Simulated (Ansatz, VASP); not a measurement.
Pt: VASP beside Ansatz

The input INCAR:

```
  PREC = Accurate
  ENCUT = 520
  EDIFF = 1E-7
  ISMEAR = 0
  SIGMA = 0.15
  LREAL = False
  LASPH = True
  NELM = 80
  ALGO = Fast
  ISIF = 2
  LWAVE = False
  LCHARG = False
  GGA = CA
  NBANDS = 11
```

KPOINTS

```
regular mesh
0
Gamma
  22 22 22
```

The input POSCAR:

```
Pt
1.0
    0.0000000000      2.3353193077      1.5153886988
    2.3353193077      0.0000000000      1.5153886988
    2.3353193077      2.3353193077      0.0000000000
Pt
1
Direct
    0.0000000000      0.0000000000      0.0000000000
```

Input for Ansatz:

```yaml
crystal:
  lattice:
    - [0.0, 2.3353193077, 1.5153886988]
    - [2.3353193077, 0.0, 1.5153886988]
    - [2.3353193077, 2.3353193077, 0.0]
  atoms:
    - { symbol: Pt, position: [0.0, 0.0, 0.0] }
basis:
  ecutwfc: 420
kpoints:
  mp_grid: { grid: [22, 22, 22] }
hamiltonian:
  xc: lda
scf:
  occupations: { method: gaussian, width: 0.15 }
output:
  forces: true
  stress: true
  eigenvalues: true
  write_density: true
  write_potential: true
  elf: true
  volumetric_format: npy
```

Alike in both runs: task single point; functional LDA; k mesh 22 × 22 × 22; occupations gaussian, width 0.15 eV; no spin polarisation.

```csv
,VASP,Ansatz
version,VASP 6.6.1,Ansatz 0.2.0
potentials or method,"VASP PAW LDA potentials, release 64 (Pt), cutoff 520 eV","scalar-relativistic, plane waves, PAW"
valence electrons in the cell,10,18
```

```csv
,VASP,Ansatz,Ansatz less VASP
gap on the k mesh at the Fermi level (eV),none,none,-
pressure (GPa),-22.9,-23.4,-0.49
"traceless stress, the component that is largest in VASP (GPa)",-5.26,-5.39,-0.132
```

LDA's correlation is that of Perdew and Zunger in VASP and of Perdew and Wang (1992) in Ansatz. A gap of «none» marks a metal or a gap that the smearing closes. VASP's potentials hold 10 valence electrons a cell and Ansatz's 18, so a difference there can come from the potentials and not from the codes.

Neither program's run includes spin-orbit coupling.
